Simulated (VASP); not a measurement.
A run of VASP 6.6.1 is set up as follows.

POSCAR

```
GdO
1.0
    0.0000000000      2.7000000000      2.7000000000
    2.7000000000      0.0000000000      2.7000000000
    2.7000000000      2.7000000000      0.0000000000
Gd O
1 1
Direct
    0.0000000000      0.0000000000      0.0000000000
    0.2500000000      0.2500000000      0.2500000000
```

Contents of INCAR.step1:

```
PREC = Accurate
ENCUT = 520
EDIFF = 1E-5
ISMEAR = -1
SIGMA = 0.05
LREAL = False
LASPH = True
NELM = 150
ALGO = Normal
ISIF = 2
LWAVE = True
LCHARG = False
ISPIN = 2
MAGMOM = 7 0
LORBIT = 11
LMAXMIX = 6
GGA = PE
NBANDS = 23
KPAR = 4
```

INCAR.step2

```
PREC = Accurate
ENCUT = 520
EDIFF = 1E-7
ISMEAR = -1
SIGMA = 0.05
LREAL = False
LASPH = True
NELM = 150
ALGO = Normal
ISIF = 2
LWAVE = False
LCHARG = False
ISPIN = 2
MAGMOM = 7 0
LORBIT = 11
LMAXMIX = 6
GGA = PS
LHFCALC = True
AEXX = 0.25
HFSCREEN = 0.207
PRECFOCK = Normal
ISTART = 1
NBANDS = 23
KPAR = 4
```

The input KPOINTS:

```
Automatic mesh
0
Gamma
  5 5 5
```

Potentials or basis: VASP PAW PBE potentials, release 64 (Gd, O).

Run with:

```bash
$ cat potpaw_PBE.64/Gd/POTCAR potpaw_PBE.64/O/POTCAR > POTCAR
$ cp INCAR.step1 INCAR
$ mpirun -np 4 vasp_std > vasp.out
$ cp INCAR.step2 INCAR
$ mpirun -np 4 vasp_std > vasp.out
```

(1) Estimate the site moments.

(2) Estimate the net moment.

(3) Predict the pressure.

(4) Predict the band gap on the k mesh.

Results:

(1) Gd +7.08; O +0.02 μB.

(2) 7.98 μB per cell.

(3) -4.7 GPa.

(4) zero (filled and empty bands overlap).

Caveat: the k points lie up to 0.40 Å⁻¹ apart, too coarse for converged energies and pressures of a metal; the PAW data sets were made with another functional, which shifts forces and pressure a little; spin-orbit coupling is left out, which moves the levels of the heavy elements; a cell with one magnetic atom can't hold antiferromagnetic order, which such compounds often take.
